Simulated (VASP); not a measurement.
Input of a VASP 6.6.1 run:

INCAR

```
ALGO = Normal
EDIFF = 1E-7
ENCUT = 520
GGA = PE
ISIF = 2
ISMEAR = -1
ISPIN = 2
LASPH = True
LCHARG = True
LELF = True
LMAXMIX = 4
LORBIT = 11
LREAL = False
LVHAR = True
LWAVE = False
MAGMOM = -0.839
NBANDS = 16
NELM = 150
PREC = Accurate
SIGMA = 0.05
```

The input KPOINTS:

```
k-points
0
Gamma
  18 18 18
```

Contents of POSCAR:

```
Mn
1.0
   -1.3592068175      1.3592068175      1.3592068175
    1.3592068175     -1.3592068175      1.3592068175
    1.3592068175      1.3592068175     -1.3592068175
Mn
1
Direct
    0.0000000000      0.0000000000      0.0000000000
```

Potentials or basis: VASP PAW PBE potentials, release 64 (Mn_pv).

Command:

```bash
$ cat potpaw_PBE.64/Mn_pv/POTCAR > POTCAR
$ mpirun -np 1 vasp_std > vasp.out
```

Question: Predict the site moments.

Answer: Mn -0.50 μB.

Question: Predict the pressure.

Answer: 24.4 GPa.

Question: Predict the net moment.

Answer: -0.51 μB per cell.
